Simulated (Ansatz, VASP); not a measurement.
GaSb: VASP beside Ansatz

Contents of POSCAR:

```
GaSb
1.0
    0.0000000000      3.1885139520      2.9619314129
    3.1885139520      0.0000000000      2.9619314129
    3.1885139520      3.1885139520      0.0000000000
Ga Sb
1 1
Direct
    0.0000000000      0.0000000000      0.0000000000
    0.2500000000      0.2500000000      0.2500000000
```

The input INCAR.step1:

```
  ALGO = Normal
  EDIFF = 1E-4
  ENCUT = 520
  GGA = PE
  ISMEAR = 0
  LASPH = True
  LCHARG = False
  LREAL = False
  LWAVE = True
  NBANDS = 16
  NELM = 60
  PREC = Accurate
  SIGMA = 0.01
```

INCAR.step2

```
  ALGO = Normal
  EDIFF = 1E-6
  ENCUT = 520
  ISIF = 2
  ISMEAR = 0
  ISTART = 1
  LASPH = True
  LCHARG = False
  LMIXTAU = True
  LREAL = False
  LWAVE = False
  METAGGA = R2SCAN
  NBANDS = 16
  NELM = 60
  PREC = Accurate
  SIGMA = 0.01
```

KPOINTS

```
k-points
0
Gamma
  8 8 8
```

Input for Ansatz:

```yaml
crystal:
  lattice:
    - [0.0, 3.188513952, 2.9619314129]
    - [3.188513952, 0.0, 2.9619314129]
    - [3.188513952, 3.188513952, 0.0]
  atoms:
    - { symbol: Ga, position: [0.0, 0.0, 0.0] }
    - { symbol: Sb, position: [0.25, 0.25, 0.25] }
kpoints:
  mp_grid: { grid: [8, 8, 8] }
  band_path:
    path:
      - [0.0, 0.0, 0.0]
      - [-0.5, -0.5, 0.0]
      - [-0.375, -0.375, 0.25]
      - [-0.375, 0.0, 0.375]
      - [0.0, 0.0, 0.5]
      - [-0.5, -0.25, 0.25]
    npoints: 1
hamiltonian:
  xc: r2scan
scf:
  occupations: { method: fixed }
  n_extra_bands: 4
output:
  forces: true
  stress: true
  eigenvalues: true
```

Change from the starting cell: epitaxial_xy strain +4.0%.

Alike in both runs: task single point; functional r2SCAN; k mesh 8 × 8 × 8; no spin polarisation.

|  | VASP | Ansatz |
| --- | --- | --- |
| version | VASP 6.6.1 | Ansatz 0.2.0 |
| potentials or method | VASP PAW PBE potentials, release 64 (Ga_d, Sb) | plane waves, PAW |
| plane-wave cutoff (eV) | 520 | 500 |
| occupations | gaussian, width 0.01 eV | fixed |
| valence electrons in the cell | 18 | 28 |

Ansatz gave:

| Quantity | Value |
| --- | --- |
| gap on the k mesh at the Fermi level (eV) | 0.20 |
| pressure (GPa) | -2.1 |
| traceless stress, the component that is largest in VASP (GPa) | 2.05 |

Problem. What did VASP give for the same quantities?

Solution. gap on the k mesh at the Fermi level (eV): 0.22; pressure (GPa): -2.0; traceless stress, the component that is largest in VASP (GPa): 2.05.

VASP's potentials were made for PBE, not for r2SCAN. VASP's potentials hold 18 valence electrons a cell and Ansatz's 28, so a difference there can come from the potentials and not from the codes.

Neither program's run includes spin-orbit coupling.
